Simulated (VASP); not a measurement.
Runs of VASP 6.6.1 on ZnS. The structure is that of space group F-43m (No. 216), or close to it. The cells are those of the table. 

```tsv
cell	smearing	gap on the mesh (eV)	pressure (GPa)
a = 3.820, b = 3.820, c = 3.849 Å, angles 59.8, 59.8, 60.5°, 2 atoms	tetrahedron	2.05	1.3
a = 3.879, b = 3.879, c = 3.791 Å, angles 60.7, 60.7, 58.5°, 2 atoms	gaussian 0.05 eV	1.96	(a)
a = 3.936, b = 3.936, c = 3.907 Å, angles 60.2, 60.2, 59.5°, 2 atoms	gaussian 0.05 eV	(c)	-3.5
a = 3.849, b = 3.849, c = 3.791 Å, angles 60.5, 60.5, 59.0°, 2 atoms	gaussian 0.05 eV	2.05	1.3
a = 3.849, b = 3.849, c = 3.907 Å, angles 59.5, 59.5, 61.0°, 2 atoms	gaussian 0.05 eV	1.89	-0.8
a = 3.907, b = 3.907, c = 3.849 Å, angles 60.5, 60.5, 59.0°, 2 atoms	gaussian 0.05 eV	1.85	-1.8
a = 3.878, b = 3.878, c = 3.849 Å, angles 60.2, 60.2, 59.5°, 2 atoms	gaussian 0.05 eV	1.94	-0.8
a = 3.878, b = 3.878, c = 3.907 Å, angles 59.8, 59.8, 60.5°, 2 atoms	gaussian 0.05 eV	1.86	-1.8
a = 3.907, b = 3.907, c = 3.964 Å, angles 59.5, 59.5, 61.0°, 2 atoms	gaussian 0.05 eV	(b)	-3.5
```

Alike in all rows: task single point; level PBE; potentials or basis VASP PAW PBE potentials, release 64 (Zn, S); no spin polarisation; k mesh 8 × 8 × 8; cutoff (eV) 520.

Q: Estimate the missing entries.

A: (a) 0.2; (b) 1.70; (c) 1.75.

Caveats: the cell stands under tension (at least some runs).

